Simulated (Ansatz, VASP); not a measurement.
TiAl5 in VASP and in Ansatz

```
Ti Al
1.0
     2.87129    0.00000    0.00000
    -1.43564    2.48661    0.00000
     0.00000    0.00000   14.02731
Ti Al
1 5
Direct
  0.00000 0.00000 0.00000
  0.66667 0.33333 0.16302
  0.00000 0.00000 0.32815
  0.66667 0.33333 0.50000
  0.00000 0.00000 0.67185
  0.66667 0.33333 0.83698
```

Change from the starting cell: species swapped into the Li5Mg type (P-6m2, No. 187).

Alike in both runs: task relaxation of cell and atoms; functional PBE; k mesh 18 × 18 × 4; occupations gaussian, width 0.1 eV; no spin polarisation.

```csv
,VASP,Ansatz
version,VASP 6.6.1,Ansatz 0.2.0
potentials or method,"VASP PAW PBE potentials, release 64 (Ti_sv, Al), cutoff 600 eV","scalar-relativistic, plane waves, PAW"
valence electrons in the cell,27,27
```

|  | VASP | Ansatz | Ansatz less VASP |
| --- | --- | --- | --- |
| gap on the k mesh at the Fermi level, each at its own relaxed structure (eV) | none | none | - |
| relaxed volume (Å³/atom) | 16.62 | 16.63 | +0.015 |
| relaxed length of the cell vector where the two differ most in proportion (Å) | 13.953 | 13.964 | +0.0114 |

A gap of «none» marks a metal or a gap that the smearing closes.

Noted on VASP's run: too few bands were computed for a metal, which touches its energy and stress.
